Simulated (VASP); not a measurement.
Runs of VASP 6.6.1 on WSe2. The structure is that of space group P6_3/mmc (No. 194), or close to it. The cells are those of the table. 

```tsv
task	cell	k mesh	cutoff (eV)	gap on the mesh (eV)	pressure (GPa)	largest force (eV/Å)
relaxation of shape and atoms at fixed volume	relaxed from a = 3.311, b = 3.311, c = 12.924 Å, angles 90.0, 90.0, 120.0°, 6 atoms	9 × 9 × 2	600	1.08	-1.2	-
single point	a = 3.181, b = 3.181, c = 13.019 Å, angles 90.0, 90.0, 120.0°, 6 atoms	12 × 12 × 2	520	0.89	(a)	0.05
single point	a = 3.427, b = 3.427, c = 13.369 Å, angles 90.0, 90.0, 120.0°, 6 atoms	12 × 12 × 2	520	(c)	-6.3	(b)
single point	a = 3.132, b = 3.132, c = 13.021 Å, angles 90.0, 90.0, 120.0°, 6 atoms	12 × 12 × 2	520	0.79	8.9	0.06
single point	a = 3.181, b = 3.181, c = 12.409 Å, angles 90.0, 90.0, 120.0°, 6 atoms	12 × 12 × 2	520	0.70	8.0	0.05
single point	a = 3.132, b = 3.132, c = 13.134 Å, angles 90.0, 90.0, 120.0°, 6 atoms	12 × 12 × 2	520	0.79	(d)	0.02
single point	a = 3.181, b = 3.181, c = 12.941 Å, angles 90.0, 90.0, 120.0°, 6 atoms	12 × 12 × 2	520	0.88	5.7	0.05
```

Alike in all rows: level PBE+D3(BJ); potentials or basis VASP PAW PBE potentials, release 64 (W_sv, Se); no spin polarisation; smearing gaussian 0.02 eV.

Task: Fill in the values left out.

Result: (a) 5.4; (b) 0.04; (c) 0.74; (d) 8.1.

Caveats: spin-orbit coupling is left out, which moves the levels of the heavy elements.

A k mesh can miss the band edges, and the runs leave out spin-orbit coupling on Se, W.
